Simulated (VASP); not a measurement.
Wanted: the native input for a VASP 6.6.1 run.

* Task: single point
* Functional: PBEsol
* Potentials or basis: VASP PAW PBE potentials, release 64 (Co, O)
* Cutoff: 520 eV
* k mesh: 11 × 11 × 11
* Occupations: fermi-dirac, width 0.05 eV
* Spin: collinear spin, ferromagnetic start
* Starting moments: [2.0, 0.0] μB
* Hubbard terms: Co d U = 3.0 eV
* Dipole correction: no
* Further INCAR settings: ALGO = Normal; EDIFF = 1e-06; NBANDS = 18

The structure of CoO lies in POSCAR:

```
CoO
1.0
    1.5054695445      0.8691832468      2.4399269062
   -1.5054695445      0.8691832468      2.4399269062
    0.0000000000     -1.7383664936      2.4399269062
Co O
1 1
Direct
    0.0000000000      0.0000000000      0.0000000000
    0.5000000000      0.5000000000      0.5000000000
```

One way to write it, as run:

INCAR

```
  ALGO = Normal
  EDIFF = 1E-6
  ENCUT = 520
  GGA = PS
  ISIF = 2
  ISMEAR = -1
  ISPIN = 2
  LASPH = True
  LCHARG = True
  LDAU = True
  LDAUJ = 0 0
  LDAUL = 2 -1
  LDAUPRINT = 1
  LDAUTYPE = 2
  LDAUU = 3 0
  LELF = True
  LMAXMIX = 4
  LORBIT = 11
  LREAL = False
  LVHAR = True
  LWAVE = False
  MAGMOM = 2 0
  NBANDS = 18
  NELM = 150
  PREC = Accurate
  SIGMA = 0.05
```

KPOINTS

```
k-points
0
Gamma
  11 11 11
```

Potentials or basis: VASP PAW PBE potentials, release 64 (Co, O).

Run with:

```bash
$ cat potpaw_PBE.64/Co/POTCAR potpaw_PBE.64/O/POTCAR > POTCAR
$ mpirun -np 1 vasp_std > vasp.out
```

It gave:

```yaml
Pressure: -7.5 GPa
Band_gap_on_the_k_mesh: zero (filled and empty bands overlap)
Net_moment: 3.00 μB per cell
Site_moments: Co +2.71; O +0.26 μB
Valence_electrons_inside_the_program's_atomic_spheres: Co 7.82; O 4.97
```

Caveat: the cell stands under tension; the PAW data sets were made with another functional, which shifts forces and pressure a little; a cell with one magnetic atom can't hold antiferromagnetic order, which such compounds often take.

It took 2.2 min on 1 thread of Intel Xeon 8259CL, on a shared host, peak memory 0.21 GiB.
